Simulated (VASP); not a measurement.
# Be3TeSe2 (I4/mmm) in VASP: relaxation of cell and atoms with PBE

Aim: the relaxation of cell and atoms of Be3TeSe2 with PBE.

Everything below comes from runs of VASP 6.6.1. Logs are shortened: lines on timing, memory, paths and dates and some standing lists are left out, and cuts for length are marked.

## 1. The cell of the first run

The structure is tetragonal, space group I4/mmm (No. 139). The conventional cell has a = 6.296 Å, b = 6.296 Å, c = 7.000 Å, α = 90.00°, β = 90.00°, γ = 90.00°. Within 2.3 Å of Be (site symmetry -4m2) lie 2 Se at 1.75 Å. Within 4.1 Å of Be (site symmetry 4/mmm) lie 4 Se at 3.15 Å and 2 Te at 3.50 Å and 8 Be at 3.60 Å. Within 4.1 Å of Te (site symmetry 4/mmm) lie 4 Se at 3.15 Å and 10 Be at 3.50 to 3.60 Å. Within 2.3 Å of Se (site symmetry mmm) lie 2 Be at 1.75 Å.

The cell was generated, and may not be a known phase.

## 2. Relaxation of cell and atoms, PBE

Input file INCAR:

```
SYSTEM = Be3TeSe2
PREC = Accurate
ENCUT = 600
EDIFF = 1E-7
ISMEAR = 0
SIGMA = 0.15
LREAL = .FALSE.
LASPH = .TRUE.
NELM = 120
ALGO = Normal
ISIF = 3
LWAVE = .FALSE.
LCHARG = .FALSE.
GGA = PE
IBRION = 2
NSW = 36
EDIFFG = -0.08
GGA_COMPAT = .FALSE.
NELMIN = 4
```

Input file KPOINTS:

```
Automatic mesh
0
G
  3 3 3
  0 0 0
```

Input file POSCAR:

```
Be3TeSe2
1.0
   -3.1481303600      3.1481303600      3.4998412500
    3.1481303600     -3.1481303600      3.4998412500
    3.1481303600      3.1481303600     -3.4998412500
Be Te Se
3 1 2
Direct
    0.7500000000      0.2500000000      0.5000000000
    0.2500000000      0.7500000000      0.5000000000
    0.0000000000      0.0000000000      0.0000000000
    0.5000000000      0.5000000000      0.0000000000
    0.5000000000      0.0000000000      0.5000000000
    0.0000000000      0.5000000000      0.5000000000
```

Potentials or basis: VASP PAW PBE potentials, release 64 (Be, Te, Se).

On the command line:

```bash
$ cat potpaw_PBE.64/Be/POTCAR potpaw_PBE.64/Te/POTCAR potpaw_PBE.64/Se/POTCAR > POTCAR
$ mpirun -np 1 vasp_std > vasp.out
```

OUTCAR:

```text
SYSTEM = Be3TeSe2
   PREC = Accurate
   ENCUT = 600
   EDIFF = 1E-7
   ISMEAR = 0
   LREAL = .FALSE.
   LASPH = .TRUE.
   NELM = 120
   ISIF = 3
   GGA = PE
   IBRION = 2
   NSW = 36
   EDIFFG = -0.08
   NELMIN = 4

 ion  position               nearest neighbor table
   1  0.750  0.250  0.500-   5 1.75   6 1.75
   2  0.250  0.750  0.500-   5 1.75   6 1.75
   3  0.000  0.000  0.000-
   4  0.500  0.500  0.000-   5 3.15   6 3.15   5 3.15   6 3.15
   5  0.500  0.000  0.500-   1 1.75   2 1.75   4 3.15   4 3.15
   6  0.000  0.500  0.500-   1 1.75   2 1.75   4 3.15   4 3.15

  LATTYP: Found a body centered tetragonal cell.
 ALAT       =     6.2962607200
 C/A-ratio  =     1.1117205610

  Lattice vectors:

 A1 = (  -3.1481303600,   3.1481303600,   3.4998412500)
 A2 = (   3.1481303600,  -3.1481303600,   3.4998412500)
 A3 = (   3.1481303600,   3.1481303600,  -3.4998412500)

Analysis of symmetry for initial positions (statically):
=====================================================================
 Subroutine PRICEL returns:
 Original cell was already a primitive cell.

 Routine SETGRP: Setting up the symmetry group for a
 body centered tetragonal supercell.

 Subroutine GETGRP returns: Found 16 space group operations
 (whereof 16 operations were pure point group operations)
 out of a pool of 16 trial point group operations.

The static configuration has the point symmetry D_4h.

Analysis of symmetry for dynamics (positions and initial velocities):
=====================================================================
 Subroutine PRICEL returns:
 Original cell was already a primitive cell.

 Routine SETGRP: Setting up the symmetry group for a
 body centered tetragonal supercell.

 Subroutine GETGRP returns: Found 16 space group operations
 (whereof 16 operations were pure point group operations)
 out of a pool of 16 trial point group operations.

The dynamic configuration has the point symmetry D_4h.

 Subroutine INISYM returns: Found 16 space group operations
 (whereof 16 operations are pure point group operations),
 and found     1 'primitive' translations

----------------------------------------------------------------------------------------

                                     Primitive cell

  volume of cell :     138.7439

  direct lattice vectors                    reciprocal lattice vectors
    -3.148130360  3.148130360  3.499841250     0.000000000  0.158824427  0.142863623
     3.148130360 -3.148130360  3.499841250     0.158824427  0.000000000  0.142863623
     3.148130360  3.148130360 -3.499841250     0.158824427  0.158824427  0.000000000

  length of vectors
     5.663067923  5.663067923  5.663067923     0.213624000  0.213624000  0.224611658

  position of ions in fractional coordinates (direct lattice)
     0.750000000  0.250000000  0.500000000
     0.250000000  0.750000000  0.500000000
     0.000000000  0.000000000  0.000000000
     0.500000000  0.500000000  0.000000000
     0.500000000  0.000000000  0.500000000
     0.000000000  0.500000000  0.500000000

  ion indices of the primitive-cell ions
   primitive index   ion index
                 1           1
                 2           2
                 3           3
                 4           4
                 5           5
                 6           6

----------------------------------------------------------------------------------------

 KPOINTS: Automatic mesh

Automatic generation of k-mesh.
 Grid dimensions read from file:
 generate k-points for:    3    3    3

 Generating k-lattice:

  Cartesian coordinates                     Fractional coordinates (reciprocal lattice)
     0.000000000  0.052941476  0.047621208     0.333333333 -0.000000000  0.000000000
     0.052941476  0.000000000  0.047621208    -0.000000000  0.333333333  0.000000000
     0.052941476  0.052941476  0.000000000     0.000000000  0.000000000  0.333333333

  Length of vectors
     0.071208000  0.071208000  0.074870553

  Shift w.r.t. Gamma in fractional coordinates (k-lattice)
     0.000000000  0.000000000  0.000000000

 Subroutine IBZKPT returns following result:
 ===========================================

 Found      6 irreducible k-points:

 Following reciprocal coordinates:
            Coordinates               Weight
  0.000000  0.000000  0.000000      1.000000
  0.333333  0.000000  0.000000      8.000000
  0.333333  0.333333  0.000000      8.000000
 -0.333333  0.333333  0.000000      4.000000
 -0.333333  0.333333  0.333333      4.000000
 -0.333333 -0.333333  0.333333      2.000000
   k-points           NKPTS =      6   k-points in BZ     NKDIM =      6   number of bands    NBANDS=     16
   number of dos      NEDOS =    301   number of ions     NIONS =      6
   total plane-waves  NPLWV = 110592
   dimension x,y,z NGX =    48 NGY =   48 NGZ =   48
   dimension x,y,z NGXF=    96 NGYF=   96 NGZF=   96
   ions per type =               3   1   2
   NGX,Y,Z   is equivalent  to a cutoff of  14.09, 14.09, 14.09 a.u.
   NGXF,Y,Z  is equivalent  to a cutoff of  28.18, 28.18, 28.18 a.u.
 SYSTEM =  Be3TeSe2
   PREC   = accura    normal or accurate (medium, high low for compatibility)
   ISTART =      0    job   : 0-new  1-cont  2-samecut
   ICHARG =      2    charge: 1-file 2-atom 10-const
   ISPIN  =      1    spin polarized calculation?
   LNONCOLLINEAR =      F non collinear calculations
   LSORBIT =      F    spin-orbit coupling
   LASPH  =      T    aspherical Exc in radial PAW
   ENCUT  =  600.0 eV  44.10 Ry    6.64 a.u.  11.31 11.31 11.31*2*pi/ulx,y,z
   NELM   =    120;   NELMIN=  4; NELMDL= -5     # of ELM steps
   EDIFF  = 0.1E-06   stopping-criterion for ELM
   LREAL  =      F    real-space projection
   EDIFFG = -.8E-01   stopping-criterion for IOM
   NSW    =     36    number of steps for IOM
   IBRION =      2    ionic relax: 0-MD 1-quasi-New 2-CG
   NFREE  =      1    steps in history (QN), initial steepest desc. (CG)
   ISIF   =      3    stress and relaxation
   ISYM   =      2    0-nonsym 1-usesym 2-fastsym
   POTIM  = 0.5000    time-step for ionic-motion
   TEBEG  =    0.0;   TEEND  =   0.0 temperature during run
   PSTRESS=    0.0 pullay stress
   NELECT =      24.0000    total number of electrons
   NUPDOWN=      -1.0000    fix difference up-down
   EMIN   =  10.00;   EMAX   =-10.00  energy-range for DOS
   EFERMI =   0.00;   METHOD = LEGACY
   ISMEAR =     0;   SIGMA  =   0.15  broadening in eV -4-tet -1-fermi 0-gaus
   EFERMI_NEDOS =   21; number of points for ismear=-14 and -15
   IALGO  =     38    algorithm
   IMIX   =      4    mixing-type and parameters
     AMIX     =   0.40;   BMIX     =  1.00
     AMIX_MAG =   1.60;   BMIX_MAG =  1.00
  volume/ion in A,a.u.               =      23.12       156.05
  Fermi-wavevector in a.u.,A,eV,Ry     =   0.912166  1.723744 11.320690  0.832047
  Thomas-Fermi vector in A             =   2.036530
   LORBIT       =      0    0 simple, 1 ext, 2 COOP (PROOUT), +10 PAW based schemes
   GGA     = PE    functional components
   LHFCALC =     F    Hartree Fock is set to
   AEXX    =    0.0000 exact exchange contribution
   IVDW    =     0    specifies the selected vdW correction
   LEPSILON=     F    determine dielectric tensor
   LRPA    =     F    only Hartree local field effects (RPA)
 conjugate gradient relaxation of ions
 non-spin polarized calculation
 Gauss-broadening in eV      SIGMA  =   0.15
  energy-cutoff  :      600.00
  volume of cell :      138.74
 maximum number of plane-waves:      4639
 NGX is ok and might be reduce to    48
   NGX = 23   NGY = 23   NGZ = 23

--------------------------------------- Ionic step        1  -------------------------------------------

 number of electron      23.9999998 magnetization

 Free energy of the ion-electron system (eV)
  ---------------------------------------------------
  ext. energy  EPLUGINS =         0.00000000
  ---------------------------------------------------
  free energy    TOTEN  =       -14.06152582 eV

  energy without entropy =      -14.00149626  energy(sigma->0) =      -14.03151104

------------------------ aborting loop because EDIFF is reached ----------------------------------------

  FORCE on cell =-STRESS in cart. coord.  units (eV):
  Direction    XX          YY          ZZ          XY          YZ          ZX
  --------------------------------------------------------------------------------------
  -------------------------------------------------------------------------------------
  Total        2.8510628      2.8510628     36.6801355      0.0000000     -0.0000000     -0.0000000
  in kB       32.9233198     32.9233198    423.5725047      0.0000000     -0.0000000     -0.0000000
  external PRESSURE =     163.1397148 kB  Pullay stress =       0.0000000 kB
[... 225 lines left out ...]
  energy  without entropy=      -16.0833562570  energy(sigma->0) =      -16.11492385

--------------------------------------- Ionic step        7  -------------------------------------------

 number of electron      24.0000001 magnetization

 Free energy of the ion-electron system (eV)
  ---------------------------------------------------
  ext. energy  EPLUGINS =         0.00000000
  ---------------------------------------------------
  free energy    TOTEN  =       -16.16378976 eV

  energy without entropy =      -16.10088935  energy(sigma->0) =      -16.13233955

 E-fermi :   1.9890     XC(G=0):  -7.7848

 val. band max:        1.9584687600   @ k =  -0.3333   0.3333   0.0000
 cond. band min:       2.0387842272   @ k =   0.3333   0.3333   0.0000
 fundamental gap:      0.0803154672
 Fermi energy:         1.9889629758

 k-point     1 :       0.0000    0.0000    0.0000
  band No.  band energies     occupation
      1     -12.1730      2.00000
      2     -11.8969      2.00000
      3      -7.6407      2.00000
      4      -4.4687      2.00000
      5      -3.6858      2.00000
      6      -2.0824      2.00000
[... 8 lines left out ...]
     15       3.4973      0.00000
     16       3.4973      0.00000
[... 126 lines left out ...]
  FREE ENERGIE OF THE ION-ELECTRON SYSTEM (eV)
  ---------------------------------------------------
  free  energy   TOTEN  =       -16.1637897615 eV

  energy  without entropy=      -16.1008893453  energy(sigma->0) =      -16.13233955

 reached required accuracy - stopping structural energy minimisation
```

Run time: 1.8 min. Hardware: 1 thread of Intel Xeon 6975P-C (Granite Rapids), shared host; peak memory 0.34 GiB.

Results:

```yaml
Free_energy: -16.1638 eV
Relaxed_volume: 28.34 Å³/atom
Relaxed_cell: a = 6.093 Å, b = 6.093 Å, c = 6.093 Å, α = 114.83°, β = 114.83°, γ = 99.22°
Space_group_after_relaxing_to_0.1_Å: I4/mmm (No. 139)
Energy_gained_by_relaxing: 350.4 meV/atom
Ionic_steps: 7
Pressure_after_relaxing: -0.1 GPa
Band_gap_on_the_k_mesh: zero (bands 12 and 13 overlap by 1.53 eV)
```

The path:
| step | energy change (eV) | largest force (eV/Å) | pressure (GPa) | volume (Å³) |
| --- | --- | --- | --- | --- |
| 1 | 0.0000 | 0.0000 | 16.31 | 138.74 |
| 2 | -0.8913 | 0.0000 | -4.61 | 187.99 |
| 3 | -2.0610 | 0.0000 | 0.41 | 161.24 |
| 4 | -2.0634 | 0.0000 | 0.67 | 160.59 |
| 5 | -2.0637 | 0.0000 | 0.85 | 160.15 |
| 6 | -2.0850 | 0.0000 | 0.55 | 163.09 |
| 7 | -2.1023 | 0.0000 | -0.07 | 170.06 |

Final structure:
```xyz
6
Lattice="-3.2815 3.2815 3.9483 3.2815 -3.2815 3.9483 3.2815 3.2815 -3.9483" Properties=species:S:1:pos:R:3 pbc="T T T"
Be    0.0000    3.2815    1.9742
Be    3.2815    0.0000    1.9742
Be    0.0000    0.0000    0.0000
Te    0.0000    0.0000    3.9483
Se    0.0000    3.2815    0.0000
Se    3.2815    0.0000    0.0000
```

Caveat: the k points lie up to 0.41 Å⁻¹ apart in the final cell, too coarse for converged energies and pressures of a metal; the volume moved by over 15 % at a fixed basis, so the end points are rough; spin-orbit coupling is left out, which moves the levels of the heavy elements.

The gap in the log of VASP goes by the Fermi energy; the results here count the filled bands.